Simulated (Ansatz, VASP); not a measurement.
One calculation of As, two programs

```
As
1.0
     3.72800    0.00000    0.00000
    -1.86400    3.22854    0.00000
     0.00000    0.00000   28.00000
As
2
Cartesian
  0.0000 2.1524 14.8940
  1.8640 1.0762 13.1060
```

Alike in both runs: task single point; functional PBE; k mesh 9 × 9 × 1; occupations gaussian, width 0.02 eV; no spin polarisation.

```csv
,VASP,Ansatz
version,VASP 6.6.1,Ansatz 0.2.0
potentials or method,"VASP PAW PBE potentials, release 64 (As), cutoff 520 eV","scalar-relativistic, plane waves, PAW"
valence electrons in the cell,10,30
```

Ansatz gave:

| Property | Result |
| --- | --- |
| gap on the k mesh at the Fermi level (eV) | 0.19 |
| least direct gap on the mesh (eV) | 1.04 |
| rms of the force components (eV/Å) | 2.091 |

Problem. What did VASP give for the same quantities?

Solution. gap on the k mesh at the Fermi level (eV): 0.19; least direct gap on the mesh (eV): 1.03; rms of the force components (eV/Å): 2.085.

Atom by atom the forces differ by 0.006 eV/Å (rms over components). With one functional, cell and mesh, what is left measures potentials, basis and numerics. VASP's potentials hold 10 valence electrons a cell and Ansatz's 30, so a difference there can come from the potentials and not from the codes.
